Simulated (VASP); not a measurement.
# Cs (Fm-3m) in VASP: notebook

The runs below take Cs through relaxation of cell and atoms, single point, with revPBE.

Everything below comes from runs of VASP 6.6.1. Logs are shortened: lines on timing, memory, paths and dates and some standing lists are left out, and cuts for length are marked.

## 1. The cell of the first run

Symmetry: Fm-3m, No. 225, cubic system. Conventional cell: a = 7.616 Å, b = 7.616 Å, c = 7.616 Å, α = 90.00°, β = 90.00°, γ = 90.00°.

This isn't the form of Cs at room conditions, which is bcc.

## 2. Relaxation of cell and atoms, revPBE

INCAR

```
PREC = Accurate ; ENCUT = 600
EDIFF = 1E-6 ; ISMEAR = -1
SIGMA = 0.1 ; LREAL = F
LASPH = T ; NELM = 60
ALGO = Normal ; ISIF = 3
LWAVE = F ; LCHARG = F
GGA = RE ; IBRION = 2
NSW = 80 ; EDIFFG = -0.01
```

KPOINTS

```
regular mesh
0
Gamma
  7 7 7
```

POSCAR

```
Cs
1.0
    0.0000000000      3.8081113733      3.8081113733
    3.8081113733      0.0000000000      3.8081113733
    3.8081113733      3.8081113733      0.0000000000
Cs
1
Direct
    0.0000000000      0.0000000000      0.0000000000
```

Potentials or basis: VASP PAW PBE potentials, release 64 (Cs_sv).

Run with:

```
$ cat potpaw_PBE.64/Cs_sv/POTCAR > POTCAR
$ mpirun -np 1 vasp_std > vasp.out
```

OUTCAR:

```text
PREC = Accurate
   ENCUT = 600
   EDIFF = 1E-6
   ISMEAR = -1
   LREAL = F
   LASPH = T
   NELM = 60
   ISIF = 3
   GGA = RE
   IBRION = 2
   NSW = 80
   EDIFFG = -0.01

 ion  position               nearest neighbor table
   1  0.000  0.000  0.000-

  LATTYP: Found a face centered cubic cell.
 ALAT       =     7.6162227466

  Lattice vectors:

 A1 = (   0.0000000000,   3.8081113733,   3.8081113733)
 A2 = (   3.8081113733,   0.0000000000,   3.8081113733)
 A3 = (   3.8081113733,   3.8081113733,   0.0000000000)

Analysis of symmetry for initial positions (statically):
=====================================================================
 Subroutine PRICEL returns:
 Original cell was already a primitive cell.

 Routine SETGRP: Setting up the symmetry group for a
 face centered cubic supercell.

 Subroutine GETGRP returns: Found 48 space group operations
 (whereof 48 operations were pure point group operations)
 out of a pool of 48 trial point group operations.

The static configuration has the point symmetry O_h .

Analysis of symmetry for dynamics (positions and initial velocities):
=====================================================================
 Subroutine PRICEL returns:
 Original cell was already a primitive cell.

 Routine SETGRP: Setting up the symmetry group for a
 face centered cubic supercell.

 Subroutine GETGRP returns: Found 48 space group operations
 (whereof 48 operations were pure point group operations)
 out of a pool of 48 trial point group operations.

The dynamic configuration has the point symmetry O_h .

 Subroutine INISYM returns: Found 48 space group operations
 (whereof 48 operations are pure point group operations),
 and found     1 'primitive' translations

----------------------------------------------------------------------------------------

                                     Primitive cell

  volume of cell :     110.4483

  direct lattice vectors                    reciprocal lattice vectors
     0.000000000  3.808111373  3.808111373    -0.131298681  0.131298681  0.131298681
     3.808111373  0.000000000  3.808111373     0.131298681 -0.131298681  0.131298681
     3.808111373  3.808111373  0.000000000     0.131298681  0.131298681 -0.131298681

  length of vectors
     5.385482751  5.385482751  5.385482751     0.227415986  0.227415986  0.227415986

  position of ions in fractional coordinates (direct lattice)
     0.000000000  0.000000000  0.000000000

  ion indices of the primitive-cell ions
   primitive index   ion index
                 1           1

----------------------------------------------------------------------------------------

 KPOINTS: regular mesh

Automatic generation of k-mesh.
 Grid dimensions read from file:
 generate k-points for:    7    7    7

 Generating k-lattice:

  Cartesian coordinates                     Fractional coordinates (reciprocal lattice)
    -0.018756954  0.018756954  0.018756954     0.142857143  0.000000000  0.000000000
     0.018756954 -0.018756954  0.018756954     0.000000000  0.142857143  0.000000000
     0.018756954  0.018756954 -0.018756954     0.000000000  0.000000000  0.142857143

  Length of vectors
     0.032487998  0.032487998  0.032487998

  Shift w.r.t. Gamma in fractional coordinates (k-lattice)
     0.000000000  0.000000000  0.000000000

 Subroutine IBZKPT returns following result:
 ===========================================

 Found     20 irreducible k-points:

 Following reciprocal coordinates:
            Coordinates               Weight
  0.000000  0.000000  0.000000      1.000000
  0.142857  0.000000  0.000000      8.000000
  0.285714  0.000000  0.000000      8.000000
  0.428571  0.000000  0.000000      8.000000
  0.142857  0.142857  0.000000      6.000000
  0.285714  0.142857  0.000000     24.000000
[... 12 lines left out ...]
 -0.428571  0.428571  0.142857     24.000000
 -0.285714  0.428571  0.142857     24.000000
   k-points           NKPTS =     20   k-points in BZ     NKDIM =     20   number of bands    NBANDS=      8
   number of dos      NEDOS =    301   number of ions     NIONS =      1
   total plane-waves  NPLWV = 110592
   dimension x,y,z NGX =    48 NGY =   48 NGZ =   48
   dimension x,y,z NGXF=    96 NGYF=   96 NGZF=   96
   ions per type =               1
   NGX,Y,Z   is equivalent  to a cutoff of  14.82, 14.82, 14.82 a.u.
   NGXF,Y,Z  is equivalent  to a cutoff of  29.63, 29.63, 29.63 a.u.
 SYSTEM =  unknown system
   PREC   = accura    normal or accurate (medium, high low for compatibility)
   ISTART =      0    job   : 0-new  1-cont  2-samecut
   ICHARG =      2    charge: 1-file 2-atom 10-const
   ISPIN  =      1    spin polarized calculation?
   LNONCOLLINEAR =      F non collinear calculations
   LSORBIT =      F    spin-orbit coupling
   LASPH  =      T    aspherical Exc in radial PAW
   ENCUT  =  600.0 eV  44.10 Ry    6.64 a.u.  10.76 10.76 10.76*2*pi/ulx,y,z
   NELM   =     60;   NELMIN=  2; NELMDL= -5     # of ELM steps
   EDIFF  = 0.1E-05   stopping-criterion for ELM
   LREAL  =      F    real-space projection
   EDIFFG = -.1E-01   stopping-criterion for IOM
   NSW    =     80    number of steps for IOM
   IBRION =      2    ionic relax: 0-MD 1-quasi-New 2-CG
   NFREE  =      1    steps in history (QN), initial steepest desc. (CG)
   ISIF   =      3    stress and relaxation
   ISYM   =      2    0-nonsym 1-usesym 2-fastsym
   POTIM  = 0.5000    time-step for ionic-motion
   TEBEG  =    0.0;   TEEND  =   0.0 temperature during run
   PSTRESS=    0.0 pullay stress
   NELECT =       9.0000    total number of electrons
   NUPDOWN=      -1.0000    fix difference up-down
   EMIN   =  10.00;   EMAX   =-10.00  energy-range for DOS
   EFERMI =   0.00;   METHOD = LEGACY
   ISMEAR =    -1;   SIGMA  =   0.10  broadening in eV -4-tet -1-fermi 0-gaus
   EFERMI_NEDOS =   21; number of points for ismear=-14 and -15
   IALGO  =     38    algorithm
   IMIX   =      4    mixing-type and parameters
     AMIX     =   0.40;   BMIX     =  1.00
     AMIX_MAG =   1.60;   BMIX_MAG =  1.00
  volume/ion in A,a.u.               =     110.45       745.34
  Fermi-wavevector in a.u.,A,eV,Ry     =   0.709746  1.341225  6.853782  0.503739
  Thomas-Fermi vector in A             =   1.796409
   LORBIT       =      0    0 simple, 1 ext, 2 COOP (PROOUT), +10 PAW based schemes
   GGA     = RE    functional components
   LHFCALC =     F    Hartree Fock is set to
   AEXX    =    0.0000 exact exchange contribution
   IVDW    =     0    specifies the selected vdW correction
   LEPSILON=     F    determine dielectric tensor
   LRPA    =     F    only Hartree local field effects (RPA)
 conjugate gradient relaxation of ions
 non-spin polarized calculation
  energy-cutoff  :      600.00
  volume of cell :      110.45
 maximum number of plane-waves:      3707
 NGX is ok and might be reduce to    48
   NGX = 21   NGY = 21   NGZ = 21

--------------------------------------- Ionic step        1  -------------------------------------------

 number of electron       9.0000000 magnetization

 Free energy of the ion-electron system (eV)
  ---------------------------------------------------
  ext. energy  EPLUGINS =         0.00000000
  ---------------------------------------------------
  free energy    TOTEN  =        -0.75833674 eV

  energy without entropy =       -0.72272066  energy(sigma->0) =       -0.74052870

------------------------ aborting loop because EDIFF is reached ----------------------------------------

  FORCE on cell =-STRESS in cart. coord.  units (eV):
  Direction    XX          YY          ZZ          XY          YZ          ZX
  --------------------------------------------------------------------------------------
  -------------------------------------------------------------------------------------
  Total        0.2309952      0.2309952      0.2309952     -0.0000000      0.0000000      0.0000000
  in kB        3.3508467      3.3508467      3.3508467     -0.0000000      0.0000000      0.0000000
  external PRESSURE =       3.3508467 kB  Pullay stress =       0.0000000 kB

 VOLUME and BASIS-vectors are now :
 -----------------------------------------------------------------------------
  energy-cutoff  :      600.00
  volume of cell :      110.45
      direct lattice vectors                 reciprocal lattice vectors
     0.000000000  3.808111373  3.808111373    -0.131298681  0.131298681  0.131298681
     3.808111373  0.000000000  3.808111373     0.131298681 -0.131298681  0.131298681
     3.808111373  3.808111373  0.000000000     0.131298681  0.131298681 -0.131298681

 POSITION                                       TOTAL-FORCE (eV/Angst)
 -----------------------------------------------------------------------------------
      0.00000      0.00000      0.00000        -0.000000     -0.000000     -0.000000
 -----------------------------------------------------------------------------------
    total drift:                                0.000000      0.000000      0.000000

  FREE ENERGIE OF THE ION-ELECTRON SYSTEM (eV)
  ---------------------------------------------------
  free  energy   TOTEN  =        -0.7583367350 eV

  energy  without entropy=       -0.7227206558  energy(sigma->0) =       -0.74052870
[... 50 lines left out ...]
 VOLUME and BASIS-vectors are now :
 -----------------------------------------------------------------------------
  energy-cutoff  :      600.00
  volume of cell :      125.89
      direct lattice vectors                 reciprocal lattice vectors
     0.000000000  3.977859002  3.977859002    -0.125695757  0.125695757  0.125695757
     3.977859002 -0.000000000  3.977859002     0.125695757 -0.125695757  0.125695757
     3.977859002  3.977859002  0.000000000     0.125695757  0.125695757 -0.125695757

 POSITION                                       TOTAL-FORCE (eV/Angst)
 -----------------------------------------------------------------------------------
      0.00000      0.00000      0.00000        -0.000000      0.000000     -0.000000
 -----------------------------------------------------------------------------------
    total drift:                                0.000000      0.000000      0.000000

  FREE ENERGIE OF THE ION-ELECTRON SYSTEM (eV)
  ---------------------------------------------------
  free  energy   TOTEN  =        -0.7751615814 eV

  energy  without entropy=       -0.7385845482  energy(sigma->0) =       -0.75687306

--------------------------------------- Ionic step        4  -------------------------------------------

 number of electron       8.9999999 magnetization

 Free energy of the ion-electron system (eV)
  ---------------------------------------------------
  ext. energy  EPLUGINS =         0.00000000
  ---------------------------------------------------
  free energy    TOTEN  =        -0.77553789 eV

  energy without entropy =       -0.73873185  energy(sigma->0) =       -0.75713487

 E-fermi :   0.3086     XC(G=0):  -5.0244

 val. band max:        0.1972689778   @ k =   0.4286   0.2857   0.0000
 cond. band min:       0.4469828022   @ k =  -0.2857   0.2857   0.0000
 fundamental gap:      0.2497138244
 Fermi energy:         0.3085634212

 k-point     1 :       0.0000    0.0000    0.0000
  band No.  band energies     occupation
      1     -23.6687      2.00000
      2     -10.4379      2.00000
      3     -10.4379      2.00000
      4     -10.4379      2.00000
      5      -1.2562      2.00000
      6       2.7120      0.00000
      7       2.7120      0.00000
      8       2.7120      0.00000

 k-point     2 :       0.1429    0.0000    0.0000
  band No.  band energies     occupation
      1     -23.6681      2.00000
      2     -10.4550      2.00000
      3     -10.4403      2.00000
      4     -10.4403      2.00000
      5      -1.0682      2.00000
      6       2.3604      0.00000
      7       2.7856      0.00000
      8       2.7856      0.00000

 k-point     3 :       0.2857    0.0000    0.0000
  band No.  band energies     occupation
      1     -23.6666      2.00000
      2     -10.4928      2.00000
      3     -10.4455      2.00000
      4     -10.4455      2.00000
      5      -0.5498      1.99963
      6       1.7423      0.00000
      7       2.7485      0.00000
      8       2.7485      0.00000
[... 198 lines left out ...]
 VOLUME and BASIS-vectors are now :
 -----------------------------------------------------------------------------
  energy-cutoff  :      600.00
  volume of cell :      128.49
      direct lattice vectors                 reciprocal lattice vectors
     0.000000000  4.005126590  4.005126590    -0.124839999  0.124839999  0.124839999
     4.005126590 -0.000000000  4.005126590     0.124839999 -0.124839999  0.124839999
     4.005126590  4.005126590  0.000000000     0.124839999  0.124839999 -0.124839999

 POSITION                                       TOTAL-FORCE (eV/Angst)
 -----------------------------------------------------------------------------------
      4.00513      4.00513      8.01025        -0.000000      0.000000      0.000000
 -----------------------------------------------------------------------------------
    total drift:                               -0.000000      0.000000     -0.000000

  FREE ENERGIE OF THE ION-ELECTRON SYSTEM (eV)
  ---------------------------------------------------
  free  energy   TOTEN  =        -0.7755378869 eV

  energy  without entropy=       -0.7387318524  energy(sigma->0) =       -0.75713487

 reached required accuracy - stopping structural energy minimisation
```

It took 92 s on 1 thread of Intel Xeon Platinum 8488C (Sapphire Rapids), shared host; peak memory 0.31 GiB.

Results:

```yaml
Free_energy: -0.7755 eV
Relaxed_volume: 128.49 Å³/atom
Relaxed_cell: a = 5.664 Å, b = 5.664 Å, c = 5.664 Å, α = 60.00°, β = 60.00°, γ = 60.00°
Space_group_after_relaxing_to_0.1_Å: Fm-3m (No. 225)
Energy_gained_by_relaxing: 17.2 meV/atom
Ionic_steps: 4
Pressure_after_relaxing: 0.0 GPa
Band_gap_on_the_k_mesh: zero (an odd number of electrons rules out a gap without spin polarisation)
```

The path:
| step | energy change (eV) | largest force (eV/Å) | pressure (GPa) | volume (Å³) |
| --- | --- | --- | --- | --- |
| 1 | 0.0000 | 0.0000 | 0.34 | 110.45 |
| 2 | -0.0068 | 0.0000 | 0.25 | 114.18 |
| 3 | -0.0168 | 0.0000 | 0.04 | 125.89 |
| 4 | -0.0172 | 0.0000 | 0.01 | 128.49 |

Final structure:
```
Cs
1.0
     0.00000    4.00513    4.00513
     4.00513    0.00000    4.00513
     4.00513    4.00513    0.00000
Cs
1
Direct
  0.00000 0.00000 0.00000
```

Levels at points of the mesh, in eV from the Fermi level:
| k point | band 3 | band 4 | band 5 | band 6 | band 7 | band 8 |
| --- | --- | --- | --- | --- | --- | --- |
| (0.00, 0.00, 0.00) | -10.75 | -10.75 | -1.56 | 2.40 | 2.40 | 2.40 |

Caveat: the volume moved by over 15 % at a fixed basis, so the end points are rough; the PAW data sets were made with another functional, which shifts forces and pressure a little; spin-orbit coupling is left out, which moves the levels of the heavy elements.

## 3. Single point, revPBE

This run uses another cell than the first one, of 128.75 Å³/atom.

INCAR

```
SYSTEM = Cs
PREC = Accurate
ENCUT = 520
EDIFF = 1E-6
ISMEAR = -1
SIGMA = 0.1
LREAL = .FALSE.
LASPH = .TRUE.
NELM = 60
ALGO = Normal
ISIF = 2
LWAVE = .FALSE.
LCHARG = .FALSE.
GGA = RE
NBANDS = 10
```

KPOINTS

```
Automatic mesh
0
G
  11 11 11
  0 0 0
```

POSCAR

```
Cs
1.0
    0.0000000000      4.0077479022      4.0077479022
    4.0077479022      0.0000000000      4.0077479022
    4.0077479022      4.0077479022      0.0000000000
Cs
1
Direct
    0.0000000000      0.0000000000      0.0000000000
```

Potentials or basis: VASP PAW PBE potentials, release 64 (Cs_sv).

Run with:

```
$ cat potpaw_PBE.64/Cs_sv/POTCAR > POTCAR
$ mpirun -np 1 vasp_std > vasp.out
```

It took 55 s on 1 thread of Intel Xeon Platinum 8488C (Sapphire Rapids), shared host; peak memory 0.26 GiB.

It converged, with:

* Free energy: -0.7740 eV
* Pressure: 0.0 GPa
* Band gap on the k mesh: zero (an odd number of electrons rules out a gap without spin polarisation)

Levels at points of the mesh, in eV from the Fermi level:
| k point | band 2 | band 3 | band 4 | band 5 | band 6 | band 7 | band 8 | band 9 |
| --- | --- | --- | --- | --- | --- | --- | --- | --- |
| (0.00, 0.00, 0.00) | -10.74 | -10.74 | -10.74 | -1.55 | 2.41 | 2.41 | 2.41 | 3.39 |

Caveat: the PAW data sets were made with another functional, which shifts forces and pressure a little; spin-orbit coupling is left out, which moves the levels of the heavy elements.
